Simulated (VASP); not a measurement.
# ZrTi3N4 (Pm-3m) in VASP: further runs

ZrTi3N4 is run at these levels: PBE; tasks: single point.

Everything below comes from runs of VASP 6.6.1. Logs are shortened: lines on timing, memory, paths and dates and some standing lists are left out, and cuts for length are marked.

## 1. The cell of the first run

Symmetry: Pm-3m, No. 221, cubic system. The conventional cell has a = 4.356 Å, b = 4.356 Å, c = 4.356 Å, α = 90.00°, β = 90.00°, γ = 90.00°. Within 2.9 Å of Zr (site symmetry m-3m) lie 6 N at 2.18 Å. Ti (site symmetry 4/mmm) has 6 N at 2.18 Å within 2.9 Å. N (site symmetry 4/mmm) has 2 Zr at 2.18 Å and 4 Ti at 2.18 Å within 2.9 Å. Within 2.9 Å of N (site symmetry m-3m) lie 6 Ti at 2.18 Å.

## 2. Single point, PBE

Input file INCAR:

```
SYSTEM = ZrTi3N4
PREC = Accurate ; ENCUT = 520
EDIFF = 1E-7 ; ISMEAR = 0
SIGMA = 0.1 ; LREAL = .FALSE.
LASPH = .TRUE. ; NELM = 80
ALGO = Normal ; ISIF = 2
LWAVE = .FALSE. ; LCHARG = .TRUE.
GGA = PE ; LELF = .TRUE.
LVHAR = .TRUE. ; NBANDS = 44
```

Input file KPOINTS:

```
Automatic mesh
0
G
  10 10 10
  0 0 0
```

Input file POSCAR:

```
ZrTi3N4
1.0
    4.3562792315      0.0000000000      0.0000000000
    0.0000000000      4.3562792315      0.0000000000
    0.0000000000      0.0000000000      4.3562792315
Zr Ti N
1 3 4
Direct
    0.0000000000      0.0000000000      0.0000000000
    0.5000000000      0.5000000000      0.0000000000
    0.0000000000      0.5000000000      0.5000000000
    0.5000000000      0.0000000000      0.5000000000
    0.0000000000      0.0000000000      0.5000000000
    0.5000000000      0.0000000000      0.0000000000
    0.0000000000      0.5000000000      0.0000000000
    0.5000000000      0.5000000000      0.5000000000
```

Potentials or basis: VASP PAW PBE potentials, release 64 (Zr_sv, Ti_sv, N).

Launch:

```console
$ cat potpaw_PBE.64/Zr_sv/POTCAR potpaw_PBE.64/Ti_sv/POTCAR potpaw_PBE.64/N/POTCAR > POTCAR
$ mpirun -np 1 vasp_std > vasp.out
```

OUTCAR:

```text
SYSTEM = ZrTi3N4
   PREC = Accurate
   ENCUT = 520
   EDIFF = 1E-7
   ISMEAR = 0
   LREAL = .FALSE.
   LASPH = .TRUE.
   NELM = 80
   ISIF = 2
   GGA = PE

 ion  position               nearest neighbor table
   1  0.000  0.000  0.000-   5 2.18   6 2.18   7 2.18   5 2.18   7 2.18   6 2.18   3 3.08   4 3.08
                             2 3.08   2 3.08   3 3.08   3 3.08   3 3.08   2 3.08   4 3.08   4 3.08
   2  0.500  0.500  0.000-   6 2.18   7 2.18   8 2.18   8 2.18   6 2.18   7 2.18   1 3.08   1 3.08
                             1 3.08   1 3.08
   3  0.000  0.500  0.500-   5 2.18   7 2.18   8 2.18   7 2.18   5 2.18   8 2.18   1 3.08   1 3.08
                             1 3.08   1 3.08
   4  0.500  0.000  0.500-   5 2.18   6 2.18   8 2.18   6 2.18   8 2.18   5 2.18   1 3.08   1 3.08
                             1 3.08   1 3.08
   5  0.000  0.000  0.500-   1 2.18   3 2.18   4 2.18   1 2.18   3 2.18   4 2.18
   6  0.500  0.000  0.000-   1 2.18   2 2.18   4 2.18   4 2.18   2 2.18   1 2.18
   7  0.000  0.500  0.000-   1 2.18   2 2.18   3 2.18   3 2.18   1 2.18   2 2.18
   8  0.500  0.500  0.500-   2 2.18   3 2.18   4 2.18   2 2.18   4 2.18   3 2.18

  LATTYP: Found a simple cubic cell.
 ALAT       =     4.3562792315

  Lattice vectors:

 A1 = (   4.3562792315,   0.0000000000,   0.0000000000)
 A2 = (   0.0000000000,   4.3562792315,   0.0000000000)
 A3 = (   0.0000000000,   0.0000000000,   4.3562792315)

Analysis of symmetry for initial positions (statically):
=====================================================================
 Subroutine PRICEL returns:
 Original cell was already a primitive cell.

 Routine SETGRP: Setting up the symmetry group for a
 simple cubic supercell.

 Subroutine GETGRP returns: Found 48 space group operations
 (whereof 48 operations were pure point group operations)
 out of a pool of 48 trial point group operations.

The static configuration has the point symmetry O_h .

Analysis of symmetry for dynamics (positions and initial velocities):
=====================================================================
 Subroutine PRICEL returns:
 Original cell was already a primitive cell.

 Routine SETGRP: Setting up the symmetry group for a
 simple cubic supercell.

 Subroutine GETGRP returns: Found 48 space group operations
 (whereof 48 operations were pure point group operations)
 out of a pool of 48 trial point group operations.

The dynamic configuration has the point symmetry O_h .

 Subroutine INISYM returns: Found 48 space group operations
 (whereof 48 operations are pure point group operations),
 and found     1 'primitive' translations
[... 114 lines left out ...]
   ISYM   =      2    0-nonsym 1-usesym 2-fastsym
   POTIM  = 0.5000    time-step for ionic-motion
   TEBEG  =    0.0;   TEEND  =   0.0 temperature during run
   PSTRESS=    0.0 pullay stress
   NELECT =      68.0000    total number of electrons
   NUPDOWN=      -1.0000    fix difference up-down
   EMIN   =  10.00;   EMAX   =-10.00  energy-range for DOS
   EFERMI =   0.00;   METHOD = LEGACY
   ISMEAR =     0;   SIGMA  =   0.10  broadening in eV -4-tet -1-fermi 0-gaus
   EFERMI_NEDOS =   21; number of points for ismear=-14 and -15
   IALGO  =     38    algorithm
   IMIX   =      4    mixing-type and parameters
     AMIX     =   0.40;   BMIX     =  1.00
     AMIX_MAG =   1.60;   BMIX_MAG =  1.00
  volume/ion in A,a.u.               =      10.33        69.74
  Fermi-wavevector in a.u.,A,eV,Ry     =   1.533894  2.898640 32.012218  2.352832
  Thomas-Fermi vector in A             =   2.640898
   LORBIT       =      0    0 simple, 1 ext, 2 COOP (PROOUT), +10 PAW based schemes
   GGA     = PE    functional components
   LHFCALC =     F    Hartree Fock is set to
   AEXX    =    0.0000 exact exchange contribution
   IVDW    =     0    specifies the selected vdW correction
   LEPSILON=     F    determine dielectric tensor
   LRPA    =     F    only Hartree local field effects (RPA)
 non-spin polarized calculation
 Gauss-broadening in eV      SIGMA  =   0.10
  energy-cutoff  :      520.00
  volume of cell :       82.67
 maximum number of plane-waves:      2272
   NGX = 17   NGY = 17   NGZ = 17

 number of electron      68.0000030 magnetization

 Free energy of the ion-electron system (eV)
  ---------------------------------------------------
  ext. energy  EPLUGINS =         0.00000000
  ---------------------------------------------------
  free energy    TOTEN  =       -78.78544644 eV

  energy without entropy =      -78.76749164  energy(sigma->0) =      -78.77646904

 E-fermi :  11.3755     XC(G=0): -12.7707

 val. band max:       11.3586201737   @ k =   0.3000   0.2000   0.2000
 cond. band min:      11.3982786341   @ k =   0.2000   0.2000   0.1000
 fundamental gap:      0.0396584604
 Fermi energy:        11.3754902265

 k-point     1 :       0.0000    0.0000    0.0000
  band No.  band energies     occupation
      1     -46.5827      2.00000
      2     -46.5145      2.00000
      3     -46.5145      2.00000
      4     -37.6292      2.00000
      5     -22.9884      2.00000
      6     -22.9884      2.00000
[... 1117 lines left out ...]
     43      13.4299      0.00000
     44      13.9049      0.00000

 [... further k-points ...]

------------------------ aborting loop because EDIFF is reached ----------------------------------------

  FORCE on cell =-STRESS in cart. coord.  units (eV):
  Direction    XX          YY          ZZ          XY          YZ          ZX
  --------------------------------------------------------------------------------------
  -------------------------------------------------------------------------------------
  Total        0.1984176      0.1984176      0.1984176      0.0000000      0.0000000     -0.0000000
  in kB        3.8454185      3.8454185      3.8454185      0.0000000      0.0000000     -0.0000000
  external PRESSURE =       3.8454185 kB  Pullay stress =       0.0000000 kB

 VOLUME and BASIS-vectors are now :
 -----------------------------------------------------------------------------
  energy-cutoff  :      520.00
  volume of cell :       82.67
      direct lattice vectors                 reciprocal lattice vectors
     4.356279232  0.000000000  0.000000000     0.229553696  0.000000000  0.000000000
     0.000000000  4.356279232  0.000000000     0.000000000  0.229553696  0.000000000
     0.000000000  0.000000000  4.356279232     0.000000000  0.000000000  0.229553696

 POSITION                                       TOTAL-FORCE (eV/Angst)
 -----------------------------------------------------------------------------------
      0.00000      0.00000      0.00000         0.000000      0.000000      0.000000
      2.17814      2.17814      0.00000         0.000000      0.000000      0.000000
      0.00000      2.17814      2.17814         0.000000      0.000000      0.000000
      2.17814      0.00000      2.17814         0.000000      0.000000      0.000000
      0.00000      0.00000      2.17814         0.000000      0.000000      0.000000
      2.17814      0.00000      0.00000         0.000000      0.000000      0.000000
      0.00000      2.17814      0.00000         0.000000      0.000000      0.000000
      2.17814      2.17814      2.17814         0.000000      0.000000      0.000000
 -----------------------------------------------------------------------------------
    total drift:                                0.000000     -0.000000     -0.000000

  FREE ENERGIE OF THE ION-ELECTRON SYSTEM (eV)
  ---------------------------------------------------
  free  energy   TOTEN  =       -78.7854464430 eV

  energy  without entropy=      -78.7674916357  energy(sigma->0) =      -78.77646904
```

stdout:

```text
POSCAR found type information on POSCAR ZrTiN
 POSCAR found :  3 types and       8 ions
 scaLAPACK will be used
 LDA part: xc-table for (Slater+PW92), standard interpolation
 POSCAR, INCAR and KPOINTS ok, starting setup
 FFT: planning ... GRIDC
 FFT: planning ... GRID_SOFT
 FFT: planning ... GRID
 WAVECAR not read
 entering main loop
```

Run time: 4.6 min. Hardware: 1 thread of Intel Xeon 8259CL, shared host; peak memory 0.3 GiB.

Results:

| Quantity | Value |
| --- | --- |
| Free energy | -78.7854 eV |
| Pressure | 0.4 GPa |
| Band gap on the k mesh | zero (bands 34 and 35 overlap by 3.74 eV) |

## 3. Single point, PBE, collinear spin

Input file INCAR:

```
  ALGO = Normal
  EDIFF = 1E-7
  ENCUT = 520
  GGA = PE
  ISIF = 2
  ISMEAR = 0
  ISPIN = 2
  LASPH = True
  LCHARG = False
  LMAXMIX = 4
  LORBIT = 11
  LREAL = False
  LWAVE = False
  MAGMOM = 0 1 1 1 0 0 0 0
  NBANDS = 48
  NELM = 150
  PREC = Accurate
  SIGMA = 0.1
```

Input file KPOINTS:

```
k-points
0
Gamma
  4 4 4
```

POSCAR, as its differences from that of step 2:

```diff
@@ -2,5 +2,5 @@
 1.0
-    4.3562792315      0.0000000000      0.0000000000
-    0.0000000000      4.3562792315      0.0000000000
-    0.0000000000      0.0000000000      4.3562792315
+    4.3558851891      0.0000000000      0.0000000000
+    0.0000000000      4.3558851891      0.0000000000
+    0.0000000000      0.0000000000      4.3558851891
 Zr Ti N
```

Potentials or basis: VASP PAW PBE potentials, release 64 (Zr_sv, Ti_sv, N).

Launch:

```console
$ cat potpaw_PBE.64/Zr_sv/POTCAR potpaw_PBE.64/Ti_sv/POTCAR potpaw_PBE.64/N/POTCAR > POTCAR
$ mpirun -np 1 vasp_std > vasp.out
```

Run time: 2.2 min. Hardware: 1 thread of Intel Xeon 8259CL, shared host; peak memory 0.24 GiB.

It converged, with:

```
Free energy                                           : -78.8090 eV
Pressure                                              : 0.4 GPa
Band gap on the k mesh                                : zero (filled and empty bands overlap)
Net moment                                            : 0.00 μB per cell
Valence electrons inside the program's atomic spheres : Zr 10.03; Ti 10.28; N 3.75, 3.70 (each value once)
```

Levels at points of the mesh, in eV from the Fermi level:
Spin up:
| k point | band 31 | band 32 | band 33 | band 34 | band 35 | band 36 | band 37 | band 38 |
| --- | --- | --- | --- | --- | --- | --- | --- | --- |
| (0.00, 0.00, 0.00) | -2.66 | -2.66 | -2.02 | -2.02 | -2.02 | -0.43 | -0.43 | -0.43 |
| (0.50, 0.00, 0.00) | -2.94 | -2.94 | -1.91 | -1.75 | 0.80 | 0.80 | 1.04 | 1.12 |
| (0.50, 0.50, 0.00) | -4.70 | -3.99 | 0.79 | 0.90 | 1.18 | 1.18 | 1.38 | 1.57 |
| (0.50, 0.50, 0.50) | -5.08 | -5.08 | 1.57 | 1.57 | 1.57 | 1.58 | 1.58 | 1.92 |
Spin down:
```csv
k point,band 30,band 31,band 32,band 33,band 34,band 35,band 36,band 37,band 38,band 39
"(0.00, 0.00, 0.00)",-2.66,-2.66,-2.66,-2.02,-2.02,-2.02,-0.43,-0.43,-0.43,0.74
"(0.50, 0.00, 0.00)",-3.12,-2.94,-2.94,-1.91,-1.75,0.80,0.80,1.04,1.12,1.12
"(0.50, 0.50, 0.00)",-4.79,-4.70,-3.99,0.79,0.90,1.18,1.18,1.38,1.57,1.62
"(0.50, 0.50, 0.50)",-5.08,-5.08,-5.08,1.57,1.57,1.57,1.58,1.58,1.92,1.92
```

Caveat: the k points lie up to 0.36 Å⁻¹ apart, too coarse for converged energies and pressures of a metal.

(Part 1 of 2 ends here.)

The gap in the log of VASP goes by the Fermi energy; the results here count the filled bands.